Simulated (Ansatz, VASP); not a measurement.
This is a calculation of GaN for Ansatz 0.2.0.

The input input.yaml:

```yaml
crystal:
  lattice:
    - [0.0, 2.283155332, 2.283155332]
    - [2.283155332, 0.0, 2.283155332]
    - [2.283155332, 2.283155332, 0.0]
  atoms:
    - { symbol: Ga, position: [0.0, 0.0, 0.0] }
    - { symbol: "N", position: [0.25, 0.25, 0.25] }
hamiltonian:
  xc: r2scan
  pseudopotentials: { kind: paw }
  dispersion: d3bj
kpoints:
  mp_grid: { grid: [10, 10, 10] }
scf:
  occupations: { method: fermi_dirac, width: 0.05 }
output:
  forces: true
  stress: true
  eigenvalues: true
```

Potentials or basis: Ansatz PAW.

Command:

```bash
$ ansatz run input.yaml --threads 2 --pin off --max-ram 5120MiB --backend cpu --events-out ev --progress --plain --runs-dir out
```

Task: Translate it to VASP 6.6.1. Potentials there: VASP PAW PBE potentials, release 64 (Ga_d, N).

Result: As run (the cutoff follows the program's own potentials):

File POSCAR:

```
GaN
1.0
    0.0000000000      2.2831553320      2.2831553320
    2.2831553320      0.0000000000      2.2831553320
    2.2831553320      2.2831553320      0.0000000000
Ga N
1 1
Direct
    0.0000000000      0.0000000000      0.0000000000
    0.2500000000      0.2500000000      0.2500000000
```

The input INCAR.step1:

```
SYSTEM = GaN
PREC     = Accurate       ! precision mode
ENCUT    = 520            ! plane-wave cutoff, eV
ISMEAR   = -1             ! smearing method
SIGMA    = 0.05           ! smearing width, eV
LREAL    = .False.        ! projectors in reciprocal space
LASPH    = .True.         ! aspherical terms in the spheres
NELM     = 60             ! most SCF steps
NBANDS   = 16             ! bands
GGA      = PE             ! functional
ALGO     = Normal         ! electronic algorithm
EDIFF    = 1E-4           ! SCF threshold, eV
LWAVE    = .True.         ! write WAVECAR
LCHARG   = .False.        ! write CHGCAR
```

File INCAR.step2:

```
SYSTEM = GaN
PREC     = Accurate       ! precision mode
ENCUT    = 520            ! plane-wave cutoff, eV
EDIFF    = 1E-6           ! SCF threshold, eV
ISMEAR   = -1             ! smearing method
SIGMA    = 0.05           ! smearing width, eV
LREAL    = .False.        ! projectors in reciprocal space
LASPH    = .True.         ! aspherical terms in the spheres
NELM     = 60             ! most SCF steps
ALGO     = Normal         ! electronic algorithm
ISIF     = 2              ! what is computed and relaxed
LWAVE    = .False.        ! write WAVECAR
LCHARG   = .False.        ! write CHGCAR
METAGGA  = R2SCAN         ! meta-GGA
LMIXTAU  = .True.       
IVDW     = 12             ! dispersion correction
VDW_S6   = 1.0          
VDW_S8   = 0.78981345   
VDW_A1   = 0.49484001   
VDW_A2   = 5.73083694   
NBANDS   = 16             ! bands
ISTART   = 1
```

File KPOINTS:

```
regular mesh
0
Gamma
  10 10 10
  0 0 0
```

Potentials or basis: VASP PAW PBE potentials, release 64 (Ga_d, N).

The run is started by

```sh
$ cat potpaw_PBE.64/Ga_d/POTCAR potpaw_PBE.64/N/POTCAR > POTCAR
$ cp INCAR.step1 INCAR
$ mpirun -np 1 vasp_std > vasp.out
$ cp INCAR.step2 INCAR
$ mpirun -np 1 vasp_std > vasp.out
```

Both were run:

|  | VASP | Ansatz | Ansatz less VASP |
| --- | --- | --- | --- |
| gap on the k mesh at the Fermi level (eV) | 1.86 | 1.86 | +0.006 |
| least direct gap on the mesh (eV) | 1.86 | 1.86 | +0.006 |
| pressure (GPa) | -8.6 | -9.6 | -1.04 |

VASP's potentials were made for PBE, not for r2SCAN.
